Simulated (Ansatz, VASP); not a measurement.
## One calculation of MgH2, two programs

INCAR

```
SYSTEM = MgH2
  PREC = Accurate
  ENCUT = 520
  EDIFF = 1E-7
  ISMEAR = 0
  SIGMA = 0.1
  LREAL = .False.
  LASPH = .True.
  NELM = 80
  ALGO = Normal
  ISIF = 2
  LWAVE = .False.
  LCHARG = .False.
  GGA = PS
  NBANDS = 9
```

File KPOINTS:

```
regular mesh
0
Gamma
  14 14 14
  0 0 0
```

Contents of POSCAR:

```
MgH2
1.0
    0.0000000000      2.3810671667      2.3810671667
    2.3810671667      0.0000000000      2.3810671667
    2.3810671667      2.3810671667      0.0000000000
Mg H
1 2
Direct
    0.0314984815     -0.0314984815      0.0314984815
    0.7500000000      0.7500000000      0.7500000000
    0.2500000000      0.2500000000      0.2500000000
```

Input for Ansatz:

```yaml
crystal:
  lattice:
    - [0.0, 2.3810671667, 2.3810671667]
    - [2.3810671667, 0.0, 2.3810671667]
    - [2.3810671667, 2.3810671667, 0.0]
  atoms:
    - { symbol: Mg, position: [0.0314984815, -0.0314984815, 0.0314984815] }
    - { symbol: H, position: [0.75, 0.75, 0.75] }
    - { symbol: H, position: [0.25, 0.25, 0.25] }
basis:
  ecutwfc: 420
kpoints:
  mp_grid: { grid: [14, 14, 14] }
hamiltonian:
  xc: pbesol
scf:
  occupations: { method: gaussian, width: 0.1 }
output:
  forces: true
  stress: true
  eigenvalues: true
```

Change from the starting cell: one atom moved.

Alike in both runs: task single point; functional PBEsol; k mesh 14 × 14 × 14; occupations gaussian, width 0.1 eV; no spin polarisation.

|  | VASP | Ansatz |
| --- | --- | --- |
| version | VASP 6.6.1 | Ansatz 0.2.0 |
| potentials or method | VASP PAW PBE potentials, release 64 (Mg, H), cutoff 520 eV | scalar-relativistic, plane waves, PAW |
| valence electrons in the cell | 4 | 12 |

Ansatz gave:

| Quantity | Value |
| --- | --- |
| gap on the k mesh at the Fermi level (eV) | none |
| pressure (GPa) | -0.6 |
| traceless stress, the component that is largest in VASP (GPa) | -0.17 |
| rms of the force components (eV/Å) | 0.189 |

Q: Which values does VASP return?

A: gap on the k mesh at the Fermi level (eV): none; pressure (GPa): -0.9; traceless stress, the component that is largest in VASP (GPa): -0.17; rms of the force components (eV/Å): 0.190.

VASP's potentials were made for PBE, not for PBEsol. Atom by atom the forces differ by 0.001 eV/Å (rms over components). A gap of «none» marks a metal or a gap that the smearing closes. VASP's potentials hold 4 valence electrons a cell and Ansatz's 12, so a difference there can come from the potentials and not from the codes.
